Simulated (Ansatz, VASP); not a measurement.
# One calculation of InGaO, two programs

```
In Ga O
1.0
     3.72317    0.00000    0.00000
    -1.86158    3.22436    0.00000
     0.00000    0.00000    5.15598
In Ga O
1 1 1
Cartesian
  1.8616 1.0748 2.5780
  0.0000 0.0000 0.0000
  0.0000 2.1496 2.5780
```

Change from the starting cell: species swapped into the SrAlGe type (P-6m2, No. 187).

Alike in both runs: task relaxation of cell and atoms; functional PBE; k mesh 12 × 12 × 10; occupations gaussian, width 0.1 eV; no spin polarisation.

|  | VASP | Ansatz |
| --- | --- | --- |
| version | VASP 6.6.1 | Ansatz 0.2.0 |
| potentials or method | VASP PAW PBE potentials, release 64 (In_d, Ga_d, O), cutoff 600 eV | scalar-relativistic, plane waves, PAW |
| valence electrons in the cell | 32 | 32 |

```tsv
	VASP	Ansatz	Ansatz less VASP
gap on the k mesh at the Fermi level, each at its own relaxed structure (eV)	none	none	-
relaxed volume (Å³/atom)	20.38	20.45	+0.075
relaxed length of the cell vector where the two differ most in proportion (Å)	5.007	5.051	+0.0440
```

A gap of «none» marks a metal or a gap that the smearing closes.
